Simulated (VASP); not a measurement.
# CaSe (Fm-3m) in VASP: notebook, part 2 of 3

VASP 6.6.1.

**4. Vibrations by perturbation theory, PBEsol**

This run uses another cell than the first one, of 25.27 Å³/atom, 1.020 times its volume.

Contents of INCAR:

```
ALGO = Normal
EDIFF = 1E-8
ENCUT = 520
GGA = PS
IBRION = 8
ISIF = 2
ISMEAR = 0
LASPH = T
LCHARG = F
LEPSILON = T
LREAL = F
LWAVE = F
NBANDS = 15
NELM = 80
NSW = 1
PREC = Accurate
SIGMA = 0.01
```

Contents of KPOINTS:

```
k-points
0
Gamma
  6 6 6
```

Contents of POSCAR:

```
CaSe
1.0
    0.0000000000      2.9344539879      2.9344539879
    2.9344539879      0.0000000000      2.9344539879
    2.9344539879      2.9344539879      0.0000000000
Ca Se
1 1
Direct
    0.0000000000      0.0000000000      0.0000000000
    0.5000000000      0.5000000000      0.5000000000
```

Potentials or basis: VASP PAW PBE potentials, release 64 (Ca_sv, Se).

Command:

```console
$ cat potpaw_PBE.64/Ca_sv/POTCAR potpaw_PBE.64/Se/POTCAR > POTCAR
$ mpirun -np 1 vasp_std > vasp.out
```

OUTCAR:

```text
EDIFF = 1E-8
   ENCUT = 520
   GGA = PS
   IBRION = 8
   ISIF = 2
   ISMEAR = 0
   LASPH = T
   LEPSILON = T
   LREAL = F
   NELM = 80
   NSW = 1
   PREC = Accurate

 ion  position               nearest neighbor table
   1  0.000  0.000  0.000-   2 2.93   2 2.93   2 2.93   2 2.93   2 2.93   2 2.93
   2  0.500  0.500  0.500-   1 2.93   1 2.93   1 2.93   1 2.93   1 2.93   1 2.93

  LATTYP: Found a face centered cubic cell.
 ALAT       =     5.8689079758
[... 605 lines left out ...]
      2.934454  2.934454  2.934454     0.000000   -0.579439    0.000000
[... 21 lines left out ...]
   6 f/i=    0.005417 THz     0.034039 2PiTHz    0.180708 cm-1     0.022405 meV
             X         Y         Z           dx          dy          dz
      0.000000  0.000000  0.000000     0.000000    0.000000   -0.579439
      2.934454  2.934454  2.934454     0.000000    0.000000   -0.815016

--------------------------------------------------------------------------------------------------------

 MACROSCOPIC STATIC DIELECTRIC TENSOR IONIC CONTRIBUTION
 ------------------------------------------------------
           6.227254     0.000000    -0.000000
           0.000000     6.227254    -0.000000
          -0.000000    -0.000000     6.227254
 ------------------------------------------------------

 ELASTIC MODULI CONTR FROM IONIC RELAXATION (kBar)
 Direction    XX          YY          ZZ          XY          YZ          ZX
 --------------------------------------------------------------------------------
 XX           0.0000      0.0000      0.0000      0.0000      0.0000      0.0000
 YY           0.0000      0.0000      0.0000      0.0000      0.0000      0.0000
 ZZ           0.0000      0.0000      0.0000      0.0000      0.0000      0.0000
 XY           0.0000      0.0000      0.0000      0.0000      0.0000      0.0000
 YZ           0.0000      0.0000      0.0000      0.0000      0.0000      0.0000
 ZX           0.0000      0.0000      0.0000      0.0000      0.0000      0.0000
 --------------------------------------------------------------------------------

 PIEZOELECTRIC TENSOR IONIC CONTR  for field in x, y, z        (C/m^2)
          XX          YY          ZZ          XY          YZ          ZX
  --------------------------------------------------------------------------------
  x     0.00000     0.00000     0.00000     0.00000     0.00000     0.00000
  y     0.00000     0.00000     0.00000     0.00000     0.00000     0.00000
  z     0.00000     0.00000     0.00000     0.00000     0.00000     0.00000
```

Run time: 5.3 min. Hardware: 1 thread of Intel Xeon 6975P-C, shared host; peak memory 0.25 GiB.

Results:

```
Electronic dielectric tensor (diagonal)                 : 6.00
Born charges (mean of the diagonal)                     : Ca +2.39; Se -2.39 e
Highest phonon frequency at Γ, LO-TO splitting left out : 183 cm⁻¹
```

Phonon frequencies in cm⁻¹ (negative: imaginary):
```tsv
q point	frequencies
(0.000, 0.000, 0.000)	0 0 0 183 183 183
```

Electronic dielectric tensor:
```
6.00 0.00 0.00
0.00 6.00 0.00
0.00 0.00 6.00
```

Born effective charge tensors (e):
atom 1, Ca
```
2.39 0.00 0.00
0.00 2.39 0.00
0.00 0.00 2.39
```
atom 2, Se
```
-2.39  0.00  0.00
 0.00 -2.39  0.00
 0.00  0.00 -2.39
```

Caveat: the PAW data sets were made with another functional, which shifts forces and pressure a little.

**5. Vibrations by perturbation theory, PBEsol**

This run uses another cell than the first one, of 25.27 Å³/atom, 1.020 times its volume.

Contents of INCAR:

```
SYSTEM = CaSe
  ALGO = Normal
  EDIFF = 1E-8
  ENCUT = 520
  GGA = PS
  IBRION = 8
  ISIF = 2
  ISMEAR = 0
  LASPH = .True.
  LCHARG = .False.
  LREAL = .False.
  LWAVE = .False.
  NBANDS = 15
  NELM = 60
  NSW = 1
  PREC = Accurate
  SIGMA = 0.01
```

Contents of KPOINTS:

```
k-points
0
Gamma
  6 6 6
  0 0 0
```

POSCAR is that of step 4.

Potentials or basis: VASP PAW PBE potentials, release 64 (Ca_sv, Se).

Command:

```console
$ cat potpaw_PBE.64/Ca_sv/POTCAR potpaw_PBE.64/Se/POTCAR > POTCAR
$ mpirun -np 1 vasp_std > vasp.out
```

OUTCAR:

```text
SYSTEM = CaSe
   EDIFF = 1E-8
   ENCUT = 520
   GGA = PS
   IBRION = 8
   ISIF = 2
   ISMEAR = 0
   LASPH = .True.
   LREAL = .False.
   NELM = 60
   NSW = 1
   PREC = Accurate

 ion  position               nearest neighbor table
   1  0.000  0.000  0.000-   2 2.93   2 2.93   2 2.93   2 2.93   2 2.93   2 2.93
   2  0.500  0.500  0.500-   1 2.93   1 2.93   1 2.93   1 2.93   1 2.93   1 2.93

  LATTYP: Found a face centered cubic cell.
 ALAT       =     5.8689079758

  Lattice vectors:

 A1 = (   0.0000000000,   2.9344539879,   2.9344539879)
 A2 = (   2.9344539879,   0.0000000000,   2.9344539879)
 A3 = (   2.9344539879,   2.9344539879,   0.0000000000)

Analysis of symmetry for initial positions (statically):
=====================================================================
 Subroutine PRICEL returns:
 Original cell was already a primitive cell.

 Routine SETGRP: Setting up the symmetry group for a
 face centered cubic supercell.

 Subroutine GETGRP returns: Found 48 space group operations
 (whereof 48 operations were pure point group operations)
 out of a pool of 48 trial point group operations.

The static configuration has the point symmetry O_h .

Analysis of symmetry for dynamics (positions and initial velocities):
=====================================================================
 Subroutine PRICEL returns:
 Original cell was already a primitive cell.

 Routine SETGRP: Setting up the symmetry group for a
 face centered cubic supercell.

 Subroutine GETGRP returns: Found 48 space group operations
 (whereof 48 operations were pure point group operations)
[... 462 lines left out ...]
    total drift:                                0.000000     -0.000000     -0.000000

  FREE ENERGIE OF THE ION-ELECTRON SYSTEM (eV)
  ---------------------------------------------------
  free  energy   TOTEN  =       -10.0729769733 eV

  energy  without entropy=      -10.0729769733  energy(sigma->0) =      -10.07297697

[... ionic steps 2 to 3 ...]

--------------------------------------- Ionic step        4  -------------------------------------------

------------------------ aborting loop because EDIFF is reached ----------------------------------------

[... ionic steps 5 to 6 ...]

--------------------------------------- Ionic step        7  -------------------------------------------

 Free energy of the ion-electron system (eV)
  ---------------------------------------------------
  ---------------------------------------------------
  free energy    TOTEN  =        -0.08630669 eV

  energy without entropy =       -0.08630669

------------------------ aborting loop because EDIFF is reached ----------------------------------------

 INTERNAL STRAIN TENSOR  FOR ION    2  DIRECTION 1   (eV/Angst):
 -----------------------------------------------------------------------------
    -0.00961  0.00000 -0.00000
    -0.00000  0.00297  0.00000
     0.00000  0.00000  0.00297

 INTERNAL STRAIN TENSOR FOR ION    2 for displacements in x,y,z  (eV/Angst):
          X           Y           Z          XY          YZ          ZX
  --------------------------------------------------------------------------------
  x     0.00000     0.00000     0.00000     0.00000     0.00000     0.00000
  y     0.00000     0.00000     0.00000     0.00000     0.00000     0.00000
  z     0.00000     0.00000     0.00000     0.00000     0.00000     0.00000

 SECOND DERIVATIVES (NOT SYMMETRIZED)
 ------------------------------------
               1X          1Y          1Z          2X          2Y          2Z
  1X    -3.277113    0.000000    0.000000    3.277113    0.000000    0.000000
  1Y     0.000000   -3.277113    0.000000    0.000000    3.277113    0.000000
  1Z     0.000000    0.000000   -3.277113    0.000000    0.000000    3.277113
  2X     3.265502    0.000000    0.000000   -3.265502    0.000000    0.000000
  2Y     0.000000    3.265502    0.000000    0.000000   -3.265502    0.000000
  2Z     0.000000    0.000000    3.265502    0.000000    0.000000   -3.265502

 Eigenvectors and eigenvalues of the dynamical matrix
 ----------------------------------------------------

   1 f  =    5.485594 THz    34.467002 2PiTHz  182.979711 cm-1    22.686583 meV
             X         Y         Z           dx          dy          dz
      0.000000  0.000000  0.000000     0.814929    0.000000    0.000000
      2.934454  2.934454  2.934454    -0.579561    0.000000    0.000000
[... 21 lines left out ...]
   6 f/i=    0.004598 THz     0.028889 2PiTHz    0.153367 cm-1     0.019015 meV
             X         Y         Z           dx          dy          dz
      0.000000  0.000000  0.000000     0.171274    0.323733    0.449169
      2.934454  2.934454  2.934454     0.240831    0.455206    0.631583

--------------------------------------------------------------------------------------------------------

 ELASTIC MODULI CONTR FROM IONIC RELAXATION (kBar)
 Direction    XX          YY          ZZ          XY          YZ          ZX
 --------------------------------------------------------------------------------
 XX           0.0000      0.0000      0.0000      0.0000      0.0000      0.0000
 YY           0.0000      0.0000      0.0000      0.0000      0.0000      0.0000
 ZZ           0.0000      0.0000      0.0000      0.0000      0.0000      0.0000
 XY           0.0000      0.0000      0.0000      0.0000      0.0000      0.0000
 YZ           0.0000      0.0000      0.0000      0.0000      0.0000      0.0000
 ZX           0.0000      0.0000      0.0000      0.0000      0.0000      0.0000
 --------------------------------------------------------------------------------
```

OSZICAR:

```text
N       E                     dE             d eps       ncg     rms          rms(c)
DAV:   1     0.107522385130E+03    0.10752E+03   -0.75310E+03   480   0.984E+02
DAV:   2    -0.591767149563E+01   -0.11344E+03   -0.10827E+03   606   0.244E+02
DAV:   3    -0.100566964196E+02   -0.41390E+01   -0.41015E+01   628   0.457E+01
[... 47 lines left out ...]
RMM:   9    -0.863070604972E-01    0.17138E-05    0.92832E-06  1955   0.512E-04    0.603E-05
RMM:  10    -0.863067197279E-01    0.34077E-06    0.24291E-06  2020   0.204E-04    0.206E-05
RMM:  11    -0.863066865215E-01    0.33206E-07    0.16198E-06  2073   0.878E-05    0.426E-06
RMM:  12    -0.863067277184E-01   -0.41197E-07    0.44623E-07  2027   0.427E-05    0.239E-06
RMM:  13    -0.863066870920E-01    0.40626E-07    0.36476E-07  1927   0.249E-05    0.126E-06
RMM:  14    -0.863066896391E-01   -0.25471E-08    0.92422E-08  1795   0.156E-05    0.860E-07
 Linear response finished
```

stdout:

```text
POSCAR found type information on POSCAR CaSe
 POSCAR found :  2 types and       2 ions
 scaLAPACK will be used
 -----------------------------------------------------------------------------
|                                                                             |
|                                                                             |
|     You enforced a specific xc type in the INCAR file but a different       |
|     I HOPE YOU KNOW WHAT YOU ARE DOING!                                     |
|                                                                             |
 -----------------------------------------------------------------------------

 LDA part: xc-table for (Slater+PW92), standard interpolation
 POSCAR, INCAR and KPOINTS ok, starting setup
 FFT: planning ... GRIDC
 FFT: planning ... GRID_SOFT
 FFT: planning ... GRID
 WAVECAR not read
 entering main loop
 Linear response reoptimize wavefunctions to high precision
 Linear response DOF=           2
 Linear response progress:
 first order change of Fermi-energy   0.18369E-03
 force on displaced ion       1 direction 1 :  -3.277   0.000   0.000
 Linear response progress:
 first order change of Fermi-energy   0.42164E-03
 force on displaced ion       2 direction 1 :  -3.266   0.000   0.000
 Linear response finished
```

Run time: 88 s. Hardware: 1 thread of Intel Xeon 6975P-C, shared host; peak memory 0.24 GiB.

What came out:

| Quantity | Value |
| --- | --- |
| Highest phonon frequency at Γ, LO-TO splitting left out | 183 cm⁻¹ |

Phonon frequencies in cm⁻¹ (negative: imaginary):
```tsv
q point	frequencies
(0.000, 0.000, 0.000)	0 0 0 183 183 183
```

Caveat: the PAW data sets were made with another functional, which shifts forces and pressure a little.

(Part 2 of 3 ends here.)
